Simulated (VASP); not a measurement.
Here is a VASP 6.6.1 calculation.

Contents of INCAR:

```
  ALGO = Normal
  EDIFF = 1E-6
  ENCUT = 520
  GGA = PE
  ISIF = 2
  ISMEAR = -1
  ISPIN = 2
  LASPH = True
  LCHARG = False
  LMAXMIX = 4
  LORBIT = 11
  LREAL = False
  LWAVE = False
  MAGMOM = 4 0
  NBANDS = 19
  NELM = 150
  PREC = Accurate
  SIGMA = 0.05
```

Contents of KPOINTS:

```
k-points
0
Gamma
  12 12 6
```

The input POSCAR:

```
Fe
1.0
    0.0000000000      1.8195000000      1.8195000000
    1.8195000000      0.0000000000      1.8195000000
    3.6390000000      3.6390000000      0.0000000000
Fe
2
Direct
    0.0000000000      0.0000000000      0.0000000000
    0.0000000000      0.0000000000      0.5000000000
```

Potentials or basis: VASP PAW PBE potentials, release 64 (Fe).

The run is started by

```bash
$ cat potpaw_PBE.64/Fe/POTCAR > POTCAR
$ mpirun -np 1 vasp_std > vasp.out
```

Question: Predict the site moments.

Answer: Fe +2.17, -0.07 μB.

Question: What does it give for the net moment?

Answer: 2.11 μB per cell.

Stress tensor (GPa, compression positive):
```
-20.29   0.22  -0.22
  0.22 -20.29  -0.22
 -0.22  -0.22 -20.29
```
